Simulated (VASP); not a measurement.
Wanted: the native input for a VASP 6.6.1 run.

```
Task                   : single point
Functional             : PBE
Potentials or basis    : VASP PAW PBE potentials, release 64 (Co, Si)
Cutoff                 : 520 eV
k mesh                 : 10 × 10 × 8
Occupations            : gaussian, width 0.1 eV
Spin                   : no spin polarisation
Dipole correction      : no
Further INCAR settings : ALGO = Normal; EDIFF = 1e-06; NBANDS = 26
```

The structure of CoSi2 lies in POSCAR:

```
CoSi2
1.0
    2.7603372301      2.7603372301      0.0000000000
   -2.7603372301      2.7603372301      0.0000000000
    0.0000000000      0.0000000000      5.1865421380
Co Si
2 4
Direct
    0.0000000000      0.0000000000      0.0000000000
    0.5000000000      0.5000000000      0.5000000000
    0.0000000000      0.5000000000      0.7500000000
    0.5000000000      0.0000000000      0.7500000000
    0.5000000000      0.0000000000      0.2500000000
    0.0000000000      0.5000000000      0.2500000000
```

This cell differs from its parent crystal: biaxial strain in the a-b plane: +3.0 %, then relaxed in part.

These files were run (other wordings do the same):

INCAR

```
SYSTEM = CoSi2
PREC = Accurate
ENCUT = 520
EDIFF = 1E-6
ISMEAR = 0
SIGMA = 0.1
LREAL = .FALSE.
LASPH = .TRUE.
NELM = 80
ALGO = Normal
ISIF = 2
LWAVE = .FALSE.
LCHARG = .FALSE.
GGA = PE
NBANDS = 26
```

KPOINTS

```
regular mesh
0
G
  10 10 8
  0 0 0
```

Potentials or basis: VASP PAW PBE potentials, release 64 (Co, Si).

Run with:

```bash
$ cat potpaw_PBE.64/Co/POTCAR potpaw_PBE.64/Si/POTCAR > POTCAR
$ mpirun -np 1 vasp_std > vasp.out
```

Results of the run:

```yaml
Pressure: -4.3 GPa
Band_gap_on_the_k_mesh: zero (band 17 reaches 11.06 eV, above the bottom of band 18 at 8.48 eV)
```

Caveat: the cell differs from its parent crystal (biaxial strain in the a-b plane: +3.0 %, then relaxed in part).

It took 4.4 min on 1 thread of Intel(R) Xeon(R) Platinum 8259CL CPU @ 2.50GHz (Skylake/Cascade Lake), with other jobs on the host, peak memory 0.3 GiB.
